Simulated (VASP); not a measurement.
# SrTiO3 (Pm-3m) in VASP: notebook, part 2 of 3

VASP 6.6.1. Earlier steps stand in the parts before.

### 3 Single point, PBE

INCAR

```
PREC = Accurate
ENCUT = 520
EDIFF = 1E-7
ISMEAR = 0
SIGMA = 0.01
LREAL = F
LASPH = T
NELM = 60
ALGO = Normal
ISIF = 2
LWAVE = F
LCHARG = F
GGA = PE
NBANDS = 28
```

KPOINTS

```
regular mesh
0
Gamma
  4 4 4
```

POSCAR

```
SrTiO3
1.0
    3.9068515029      0.0000000000      0.0000000000
    0.0000000000      3.9068515029      0.0000000000
    0.0000000000      0.0000000000      3.9068515029
Sr Ti O
1 1 3
Direct
    0.0000000000      0.0000000000      0.0000000000
    0.5000000000      0.5000000000      0.5000000000
    0.5000000000      0.0000000000      0.5000000000
    0.5000000000      0.5000000000      0.0000000000
    0.0000000000      0.5000000000      0.5000000000
```

Potentials or basis: VASP PAW PBE potentials, release 64 (Sr_sv, Ti_sv, O).

Run with:

```console
$ cat potpaw_PBE.64/Sr_sv/POTCAR potpaw_PBE.64/Ti_sv/POTCAR potpaw_PBE.64/O/POTCAR > POTCAR
$ mpirun -np 1 vasp_std > vasp.out
```

OUTCAR:

```text
PREC = Accurate
   ENCUT = 520
   EDIFF = 1E-7
   ISMEAR = 0
   LREAL = F
   LASPH = T
   NELM = 60
   ISIF = 2
   GGA = PE

 ion  position               nearest neighbor table
   1  0.000  0.000  0.000-   3 2.76   4 2.76   5 2.76   3 2.76   5 2.76   4 2.76   5 2.76   5 2.76
                             3 2.76   4 2.76   3 2.76   4 2.76   2 3.38   2 3.38   2 3.38   2 3.38
   2  0.500  0.500  0.500-   3 1.95   4 1.95   5 1.95   4 1.95   3 1.95   5 1.95   1 3.38   1 3.38
                             1 3.38   1 3.38   1 3.38   1 3.38   1 3.38   1 3.38
   3  0.500  0.000  0.500-   2 1.95   2 1.95   1 2.76   1 2.76   1 2.76   1 2.76
   4  0.500  0.500  0.000-   2 1.95   2 1.95   1 2.76   1 2.76   1 2.76   1 2.76
   5  0.000  0.500  0.500-   2 1.95   2 1.95   1 2.76   1 2.76   1 2.76   1 2.76

  LATTYP: Found a simple cubic cell.
 ALAT       =     3.9068515029

  Lattice vectors:

 A1 = (   3.9068515029,   0.0000000000,   0.0000000000)
 A2 = (   0.0000000000,   3.9068515029,   0.0000000000)
 A3 = (   0.0000000000,   0.0000000000,   3.9068515029)

Analysis of symmetry for initial positions (statically):
=====================================================================
 Subroutine PRICEL returns:
 Original cell was already a primitive cell.

 Routine SETGRP: Setting up the symmetry group for a
 simple cubic supercell.

 Subroutine GETGRP returns: Found 48 space group operations
 (whereof 48 operations were pure point group operations)
 out of a pool of 48 trial point group operations.

The static configuration has the point symmetry O_h .

Analysis of symmetry for dynamics (positions and initial velocities):
=====================================================================
 Subroutine PRICEL returns:
 Original cell was already a primitive cell.

 Routine SETGRP: Setting up the symmetry group for a
 simple cubic supercell.

 Subroutine GETGRP returns: Found 48 space group operations
[... 114 lines left out ...]
     AMIX_MAG =   1.60;   BMIX_MAG =  1.00
  volume/ion in A,a.u.               =      11.93        80.48
  Fermi-wavevector in a.u.,A,eV,Ry     =   1.433072  2.708113 27.942211  2.053695
  Thomas-Fermi vector in A             =   2.552630
   LORBIT       =      0    0 simple, 1 ext, 2 COOP (PROOUT), +10 PAW based schemes
   GGA     = PE    functional components
   LHFCALC =     F    Hartree Fock is set to
   AEXX    =    0.0000 exact exchange contribution
   IVDW    =     0    specifies the selected vdW correction
   LEPSILON=     F    determine dielectric tensor
   LRPA    =     F    only Hartree local field effects (RPA)
 non-spin polarized calculation
 Gauss-broadening in eV      SIGMA  =   0.01
  energy-cutoff  :      520.00
  volume of cell :       59.63
 maximum number of plane-waves:      1640
 NGX is ok and might be reduce to    30
   NGX = 15   NGY = 15   NGZ = 15

 number of electron      40.0000004 magnetization

 Free energy of the ion-electron system (eV)
  ---------------------------------------------------
  ext. energy  EPLUGINS =         0.00000000
  ---------------------------------------------------
  free energy    TOTEN  =       -40.06096709 eV

  energy without entropy =      -40.06096709  energy(sigma->0) =      -40.06096709

 E-fermi :   4.2878     XC(G=0): -11.2635

 val. band max:        4.1586731226   @ k =   0.5000   0.5000   0.5000
 cond. band min:       5.9928540543   @ k =   0.0000   0.0000   0.0000
 fundamental gap:      1.8341809317
 Fermi energy:         4.2878066111

 k-point     1 :       0.0000    0.0000    0.0000
  band No.  band energies     occupation
      1     -52.3380      2.00000
      2     -28.6390      2.00000
      3     -28.5820      2.00000
      4     -28.5820      2.00000
      5     -28.5820      2.00000
      6     -13.2656      2.00000
[... 299 lines left out ...]
     27      12.5029      0.00000
     28      12.5029      0.00000

------------------------ aborting loop because EDIFF is reached ----------------------------------------

  FORCE on cell =-STRESS in cart. coord.  units (eV):
  Direction    XX          YY          ZZ          XY          YZ          ZX
  --------------------------------------------------------------------------------------
  -------------------------------------------------------------------------------------
  Total        1.7660464      1.7660464      1.7660464      0.0000000     -0.0000000      0.0000000
  in kB       47.4495365     47.4495365     47.4495365      0.0000000     -0.0000000      0.0000000
  external PRESSURE =      47.4495365 kB  Pullay stress =       0.0000000 kB

 VOLUME and BASIS-vectors are now :
 -----------------------------------------------------------------------------
  energy-cutoff  :      520.00
  volume of cell :       59.63
      direct lattice vectors                 reciprocal lattice vectors
     3.906851503  0.000000000  0.000000000     0.255960586  0.000000000  0.000000000
     0.000000000  3.906851503  0.000000000     0.000000000  0.255960586  0.000000000
     0.000000000  0.000000000  3.906851503     0.000000000  0.000000000  0.255960586

 POSITION                                       TOTAL-FORCE (eV/Angst)
 -----------------------------------------------------------------------------------
      0.00000      0.00000      0.00000         0.000000      0.000000      0.000000
      1.95343      1.95343      1.95343         0.000000      0.000000      0.000000
      1.95343      0.00000      1.95343         0.000000      0.000000      0.000000
      1.95343      1.95343      0.00000         0.000000      0.000000      0.000000
      0.00000      1.95343      1.95343         0.000000      0.000000      0.000000
 -----------------------------------------------------------------------------------
    total drift:                                0.000000      0.000000     -0.000000

  FREE ENERGIE OF THE ION-ELECTRON SYSTEM (eV)
  ---------------------------------------------------
  free  energy   TOTEN  =       -40.0609670857 eV

  energy  without entropy=      -40.0609670857  energy(sigma->0) =      -40.06096709
```

OSZICAR:

```text
N       E                     dE             d eps       ncg     rms          rms(c)
DAV:   1     0.441099559522E+03    0.44110E+03   -0.21404E+04   560   0.160E+03
DAV:   2    -0.335479279839E+01   -0.44445E+03   -0.42699E+03   660   0.441E+02
DAV:   3    -0.480406673358E+02   -0.44686E+02   -0.44301E+02   756   0.138E+02
DAV:   4    -0.503048951278E+02   -0.22642E+01   -0.22591E+01   832   0.259E+01
DAV:   5    -0.503698957105E+02   -0.65001E-01   -0.64982E-01   776   0.364E+00    0.266E+01
DAV:   6    -0.400866187139E+02    0.10283E+02   -0.52072E+01   728   0.642E+01    0.147E+01
DAV:   7    -0.401290223087E+02   -0.42404E-01   -0.74422E+00   700   0.206E+01    0.109E+01
DAV:   8    -0.401340722629E+02   -0.50500E-02   -0.14069E+00   668   0.124E+01    0.289E+00
DAV:   9    -0.400714110961E+02    0.62661E-01   -0.32128E-01   704   0.539E+00    0.115E+00
DAV:  10    -0.400668098709E+02    0.46012E-02   -0.85119E-02   680   0.206E+00    0.692E-01
DAV:  11    -0.400609379365E+02    0.58719E-02   -0.23115E-02   864   0.144E+00    0.111E-01
DAV:  12    -0.400609209515E+02    0.16985E-04   -0.15302E-03   700   0.382E-01    0.668E-02
DAV:  13    -0.400609767480E+02   -0.55796E-04   -0.26883E-04   784   0.124E-01    0.464E-02
DAV:  14    -0.400609727304E+02    0.40176E-05   -0.35863E-05   732   0.394E-02    0.248E-02
DAV:  15    -0.400609665709E+02    0.61595E-05   -0.15076E-05   840   0.317E-02    0.939E-03
DAV:  16    -0.400609671126E+02   -0.54175E-06   -0.78454E-06   680   0.161E-02    0.271E-03
DAV:  17    -0.400609670857E+02    0.26862E-07   -0.57517E-07   656   0.601E-03
   1 F= -.40060967E+02 E0= -.40060967E+02  d E =-.100409E-75
```

stdout:

```text
POSCAR found type information on POSCAR SrTiO
 POSCAR found :  3 types and       5 ions
 scaLAPACK will be used
 LDA part: xc-table for (Slater+PW92), standard interpolation
 POSCAR, INCAR and KPOINTS ok, starting setup
 FFT: planning ... GRIDC
 FFT: planning ... GRID_SOFT
 FFT: planning ... GRID
 WAVECAR not read
 entering main loop
```

Run time: 16 s. Hardware: 1 thread of Intel Xeon 6975P-C, shared host; peak memory 0.18 GiB.

What came out:

```
Free energy            : -40.0610 eV
Pressure               : 4.7 GPa
Band gap on the k mesh : 1.83 eV, indirect (least direct gap 2.19 eV)
```

A k mesh can miss the band edges. A hybrid or GW would open this gap; PBE tends to underestimate it.

### 4 Single point, PBE

INCAR

```
PREC = Accurate ; ENCUT = 520
EDIFF = 1E-7 ; ISMEAR = -1
SIGMA = 0.05 ; LREAL = False
LASPH = True ; NELM = 80
ALGO = Normal ; ISIF = 2
LWAVE = False ; LCHARG = False
GGA = PE ; NBANDS = 28
```

KPOINTS is that of step 3.

POSCAR is that of step 3.

Potentials or basis: VASP PAW PBE potentials, release 64 (Sr_sv, Ti_sv, O).

Run with:

```console
$ cat potpaw_PBE.64/Sr_sv/POTCAR potpaw_PBE.64/Ti_sv/POTCAR potpaw_PBE.64/O/POTCAR > POTCAR
$ mpirun -np 1 vasp_std > vasp.out
```

OUTCAR:

```text
PREC = Accurate
   ENCUT = 520
   EDIFF = 1E-7
   ISMEAR = -1
   LREAL = False
   LASPH = True
   NELM = 80
   ISIF = 2
   GGA = PE

 ion  position               nearest neighbor table
   1  0.000  0.000  0.000-   3 2.76   4 2.76   5 2.76   3 2.76   5 2.76   4 2.76   5 2.76   5 2.76
                             3 2.76   4 2.76   3 2.76   4 2.76   2 3.38   2 3.38   2 3.38   2 3.38
   2  0.500  0.500  0.500-   3 1.95   4 1.95   5 1.95   4 1.95   3 1.95   5 1.95   1 3.38   1 3.38
                             1 3.38   1 3.38   1 3.38   1 3.38   1 3.38   1 3.38
   3  0.500  0.000  0.500-   2 1.95   2 1.95   1 2.76   1 2.76   1 2.76   1 2.76
   4  0.500  0.500  0.000-   2 1.95   2 1.95   1 2.76   1 2.76   1 2.76   1 2.76
[... 499 lines left out ...]
  Total        1.7660484      1.7660484      1.7660484     -0.0000000      0.0000000     -0.0000000
  in kB       47.4495901     47.4495901     47.4495901     -0.0000000      0.0000000     -0.0000000
  external PRESSURE =      47.4495901 kB  Pullay stress =       0.0000000 kB

 VOLUME and BASIS-vectors are now :
 -----------------------------------------------------------------------------
  energy-cutoff  :      520.00
  volume of cell :       59.63
      direct lattice vectors                 reciprocal lattice vectors
     3.906851503  0.000000000  0.000000000     0.255960586  0.000000000  0.000000000
     0.000000000  3.906851503  0.000000000     0.000000000  0.255960586  0.000000000
     0.000000000  0.000000000  3.906851503     0.000000000  0.000000000  0.255960586

 POSITION                                       TOTAL-FORCE (eV/Angst)
 -----------------------------------------------------------------------------------
      0.00000      0.00000      0.00000         0.000000      0.000000      0.000000
      1.95343      1.95343      1.95343         0.000000      0.000000      0.000000
      1.95343      0.00000      1.95343         0.000000      0.000000      0.000000
      1.95343      1.95343      0.00000         0.000000      0.000000      0.000000
      0.00000      1.95343      1.95343         0.000000      0.000000      0.000000
 -----------------------------------------------------------------------------------
    total drift:                                0.000000      0.000000     -0.000000

  FREE ENERGIE OF THE ION-ELECTRON SYSTEM (eV)
  ---------------------------------------------------
  free  energy   TOTEN  =       -40.0609670859 eV

  energy  without entropy=      -40.0609670826  energy(sigma->0) =      -40.06096708
```

stdout:

```text
POSCAR found type information on POSCAR SrTiO
 POSCAR found :  3 types and       5 ions
 scaLAPACK will be used
 LDA part: xc-table for (Slater+PW92), standard interpolation
 POSCAR, INCAR and KPOINTS ok, starting setup
 FFT: planning ... GRIDC
 FFT: planning ... GRID_SOFT
 FFT: planning ... GRID
 WAVECAR not read
 entering main loop
```

Run time: 19 s. Hardware: 1 thread of Intel Xeon 6975P-C, shared host; peak memory 0.18 GiB.

What came out:

| Item | Value |
| --- | --- |
| Free energy | -40.0610 eV |
| Pressure | 4.7 GPa |
| Band gap on the k mesh | 1.83 eV, indirect (least direct gap 2.19 eV) |

Levels at points of the mesh, in eV from the valence-band top:
```tsv
k point	band 16	band 17	band 18	band 19	band 20	band 21	band 22	band 23	band 24	band 25
(0.00, 0.00, 0.00)	-1.17	-1.17	-0.36	-0.36	-0.36	1.83	1.83	1.83	4.27	4.27
(0.50, 0.00, 0.00)	-2.35	-2.35	-1.98	-0.73	-0.73	2.00	3.76	3.76	4.29	6.49
(0.50, 0.50, 0.00)	-2.85	-1.73	-1.57	-1.57	-0.09	3.76	3.76	4.21	5.26	7.88
(0.50, 0.50, 0.50)	-3.74	-3.74	0.00	0.00	0.00	4.43	4.43	4.43	6.93	6.93
```

A k mesh can miss the band edges.

### 5 Single point, PBE

INCAR

```
SYSTEM = SrTiO3
PREC = Accurate
ENCUT = 520
EDIFF = 1E-7
ISMEAR = 1
SIGMA = 0.247
LREAL = .False.
LASPH = .True.
NELM = 100
ALGO = Normal
ISIF = 2
LWAVE = .False.
LCHARG = .False.
GGA = PE
NBANDS = 28
```

KPOINTS

```
regular mesh
0
Gamma
  4 4 4
  0 0 0
```

POSCAR is that of step 4.

Run with:

```console
$ cat potpaw_PBE.64/Sr_sv/POTCAR potpaw_PBE.64/Ti_sv/POTCAR potpaw_PBE.64/O/POTCAR > POTCAR
$ mpirun -np 1 vasp_std > vasp.out
```

Wall time 22 s (1 thread of Intel Xeon 6975P-C, shared host); peak memory 0.18 GiB.

Results (log left out):

```
Free energy            : -40.0584 eV
Pressure               : 4.7 GPa
Band gap on the k mesh : 1.83 eV, indirect (least direct gap 2.19 eV)
```

Levels at points of the mesh, in eV from the valence-band top:
| k point | band 17 | band 18 | band 19 | band 20 | band 21 | band 22 | band 23 | band 24 |
| --- | --- | --- | --- | --- | --- | --- | --- | --- |
| (0.00, 0.00, 0.00) | -1.17 | -0.36 | -0.36 | -0.36 | 1.83 | 1.83 | 1.83 | 4.27 |
| (0.50, 0.00, 0.00) | -2.35 | -1.98 | -0.73 | -0.73 | 2.00 | 3.76 | 3.76 | 4.29 |
| (0.50, 0.50, 0.00) | -1.73 | -1.57 | -1.57 | -0.09 | 3.76 | 3.76 | 4.21 | 5.26 |
| (0.50, 0.50, 0.50) | -3.74 | 0.00 | 0.00 | 0.00 | 4.43 | 4.43 | 4.43 | 6.93 |

A k mesh can miss the band edges. A hybrid or GW would open this gap; PBE tends to underestimate it.

(Part 2 of 3 ends here.)
